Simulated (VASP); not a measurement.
Si5Mo2, 7 atoms in the cell. The cell holds a slab with vacuum, 7 atoms: a = 3.190 Å, b = 3.190 Å, c = 25.491 Å, α = 90.00°, β = 90.00°, γ = 90.00°. 

| Item | Value |
| --- | --- |
| Program | VASP 6.6.1 |
| Task | single point |
| Functional | PBEsol |
| Potentials or basis | VASP PAW PBE potentials, release 64 (Si, Mo_sv) |
| Cutoff | 520 eV |
| k mesh | 9 × 9 × 1 |
| Occupations | gaussian, width 0.1 eV |
| Spin | no spin polarisation |
| Dipole correction | yes |
| Further INCAR settings | ALGO = Normal; EDIFF = 1e-07; NBANDS = 33 |

Potentials or basis: VASP PAW PBE potentials, release 64 (Si, Mo_sv).

The run is started by

```bash
$ cat potpaw_PBE.64/Si/POTCAR potpaw_PBE.64/Mo_sv/POTCAR > POTCAR
$ mpirun -np 1 vasp_std > vasp.out
```

Hardware: 1 thread of Intel Xeon 8259CL, on a shared host.

Q: Estimate the wall time of this run.

A: Wall time 5.5 min on 1 thread of Intel Xeon 8259CL, with other jobs on the host, peak memory 0.38 GiB. Counts: scf iterations 32, k points 15.
